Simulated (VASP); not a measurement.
The system is Pt.

```
Pt
1.0
     0.00000    1.96090    1.96090
     1.96090    0.00000    1.96090
     1.96090    1.96090    0.00000
Pt
1
Direct
  0.00000 0.00000 0.00000
```

| Item | Value |
| --- | --- |
| Program | VASP 6.6.1 |
| Task | relaxation of cell and atoms |
| Functional | RPBE |
| Dispersion | D3(BJ) |
| Potentials or basis | VASP PAW PBE potentials, release 64 (Pt) |
| Cutoff | 600 eV |
| k mesh | 12 × 12 × 12 |
| Occupations | fermi-dirac, width 0.05 eV |
| Spin | no spin polarisation |

At the start: pressure -35.4 GPa; volume 15.08 Å³/atom.

Where does the relaxation end?

Over 5 steps the energy falls by 192.8 meV/atom and the volume is 13.51 Å³/atom (-10.4 %); space group Fm-3m (No. 225, to 0.05 Å).

The path:
```csv
step,energy change (eV),largest force (eV/Å),pressure (GPa),volume (Å³)
1,0.0000,0.0000,-35.39,15.08
2,4.4787,0.0000,484.03,8.92
3,-0.1865,0.0000,-7.62,13.77
4,-0.1913,0.0000,-3.81,13.64
5,-0.1928,0.0000,0.08,13.51
```

Final structure:
```cif
data_structure
_symmetry_space_group_name_H-M 'P 1'
_symmetry_Int_Tables_number 1
_cell_length_a 2.6736
_cell_length_b 2.6736
_cell_length_c 2.6736
_cell_angle_alpha 60.000
_cell_angle_beta 60.000
_cell_angle_gamma 60.000
_cell_volume 13.51
loop_
_atom_site_label
_atom_site_type_symbol
_atom_site_fract_x
_atom_site_fract_y
_atom_site_fract_z
_atom_site_occupancy
Pt1 Pt 0.00000 0.00000 0.00000 1
```

Caveat: the PAW data sets were made with another functional, which shifts forces and pressure a little; the volume moved by -10 % from the deposited cell, more than functionals usually miss; pairwise dispersion overbinds metals, which lowers pressure and volume.
